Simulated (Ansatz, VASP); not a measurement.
PbO: VASP beside Ansatz

Contents of INCAR:

```
  ALGO = Normal
  EDIFF = 1E-8
  ENCUT = 520
  GGA = PE
  ISIF = 2
  ISMEAR = -1
  LASPH = T
  LCHARG = F
  LEFG = T
  LREAL = F
  LWAVE = F
  NBANDS = 50
  NELM = 80
  PREC = Accurate
  SIGMA = 0.05
```

File KPOINTS:

```
k-points
0
Gamma
  5 5 6
```

POSCAR

```
PbO
1.0
    5.8760000000      0.0000000000      0.0000000000
    0.0000000000      5.4760000000      0.0000000000
    0.0000000000      0.0000000000      4.7430000000
Pb O
4 4
Direct
    0.7690000000      0.5140000000      0.2500000000
    0.2310000000      0.4860000000      0.7500000000
    0.7690000000      0.9860000000      0.7500000000
    0.2310000000      0.0140000000      0.2500000000
    0.1320000000      0.5820000000      0.2500000000
    0.8680000000      0.4180000000      0.7500000000
    0.1320000000      0.9180000000      0.7500000000
    0.8680000000      0.0820000000      0.2500000000
```

File input.yaml:

```yaml
crystal:
  lattice:
    - [5.876, 0.0, 0.0]
    - [0.0, 5.476, 0.0]
    - [0.0, 0.0, 4.743]
  atoms:
    - { symbol: Pb, position: [0.769, 0.514, 0.25] }
    - { symbol: Pb, position: [0.231, 0.486, 0.75] }
    - { symbol: Pb, position: [0.769, 0.986, 0.75] }
    - { symbol: Pb, position: [0.231, 0.014, 0.25] }
    - { symbol: O, position: [0.132, 0.582, 0.25] }
    - { symbol: O, position: [0.868, 0.418, 0.75] }
    - { symbol: O, position: [0.132, 0.918, 0.75] }
    - { symbol: O, position: [0.868, 0.082, 0.25] }
kpoints:
  mp_grid: { grid: [5, 5, 6] }
scf:
  occupations: { method: fermi_dirac, width: 0.05 }
hamiltonian:
  xc: pbe
  pseudopotentials: { kind: all_electron, datasets: crystal }
output:
  forces: true
  stress: true
  eigenvalues: true
  efg: {}
  elf: true
  volumetric_format: npy
```

Alike in both runs: task electric field gradients; functional PBE; k mesh 5 × 5 × 6; occupations fermi-dirac, width 0.05 eV; no spin polarisation.

|  | VASP | Ansatz |
| --- | --- | --- |
| version | VASP 6.6.1 | Ansatz 0.2.0 |
| potentials or method | VASP PAW PBE potentials, release 64 (Pb_d, O), cutoff 520 eV | all-electron PAW datasets made for the crystal |

Ansatz gave:

* gap on the k mesh at the Fermi level (eV): 1.97
* least direct gap on the mesh (eV): 2.15
* pressure (GPa): 2.3
* traceless stress, the component that is largest in VASP (GPa): 4.18
* rms of the force components (eV/Å): 0.516
* size of Vzz on the site where it differs most (V/Å²): 520.4

What did VASP give for the same quantities?

gap on the k mesh at the Fermi level (eV): 1.97; least direct gap on the mesh (eV): 2.15; pressure (GPa): 2.4; traceless stress, the component that is largest in VASP (GPa): 4.33; rms of the force components (eV/Å): 0.527; size of Vzz on the site where it differs most (V/Å²): 494.0.

Atom by atom the forces differ by 0.020 eV/Å (rms over components). Ansatz ran all-electron here, and VASP with PAW potentials.

Neither program's run includes spin-orbit coupling.
